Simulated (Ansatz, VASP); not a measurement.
**GaN: VASP beside Ansatz**

File INCAR:

```
PREC = Accurate ; ENCUT = 600
EDIFF = 1E-7 ; ISMEAR = -1
SIGMA = 0.05 ; LREAL = False
LASPH = True ; NELM = 60
ALGO = Normal ; ISIF = 3
LWAVE = False ; LCHARG = False
GGA = PS ; IBRION = 2
NSW = 100 ; EDIFFG = -0.002
```

Contents of KPOINTS:

```
Automatic mesh
0
Gamma
  10 10 6
```

Contents of POSCAR:

```
GaN
1.0
    3.1800000000      0.0000000000      0.0000000000
   -1.5900000000      2.7539607840      0.0000000000
    0.0000000000      0.0000000000      5.1660000000
Ga N
2 2
Direct
    0.3333333333      0.6666666667      0.0000000000
    0.6666666667      0.3333333333      0.5000000000
    0.3333333333      0.6666666667      0.3750000000
    0.6666666667      0.3333333333      0.8750000000
```

Input for Ansatz:

```yaml
crystal:
  lattice:
    - [3.17999999999, 0.0, 0.0]
    - [-1.58999999999, 2.75396078402, 0.0]
    - [0.0, 0.0, 5.166]
  atoms:
    - { symbol: Ga, position: [0.333333333333, 0.666666666667, 0.0] }
    - { symbol: Ga, position: [0.666666666667, 0.333333333333, 0.5] }
    - { symbol: "N", position: [0.333333333333, 0.666666666667, 0.375] }
    - { symbol: "N", position: [0.666666666667, 0.333333333333, 0.875] }
kpoints:
  mp_grid: { grid: [10, 10, 6] }
scf:
  occupations: { method: fermi_dirac, width: 0.05 }
hamiltonian:
  xc: pbesol
  pseudopotentials: { kind: paw }
relax:
  f_tol: 0.002
  max_steps: 80
  cell: {}
output:
  forces: true
  stress: true
  write_density: true
  write_potential: true
  elf: true
  volumetric_format: npy
```

Alike in both runs: task relaxation of cell and atoms; functional PBEsol; k mesh 10 × 10 × 6; occupations fermi-dirac, width 0.05 eV; no spin polarisation.

|  | VASP | Ansatz |
| --- | --- | --- |
| version | VASP 6.6.1 | Ansatz 0.2.0 |
| potentials or method | VASP PAW PBE potentials, release 64 (Ga_d, N) | PAW with Ansatz's default frozen-core files, scalar-relativistic |
| plane-wave cutoff (eV) | 600 | 420 |
| valence electrons in the cell | 36 | 36 |

```tsv
	VASP	Ansatz	Ansatz less VASP
gap on the k mesh at the Fermi level, each at its own relaxed structure (eV)	1.91	1.88	-0.031
relaxed volume (Å³/atom)	11.35	11.37	+0.023
relaxed cell length with the largest relative difference (Å)	3.180	3.183	+0.0022
```

VASP's potentials were made for PBE, not for PBEsol.
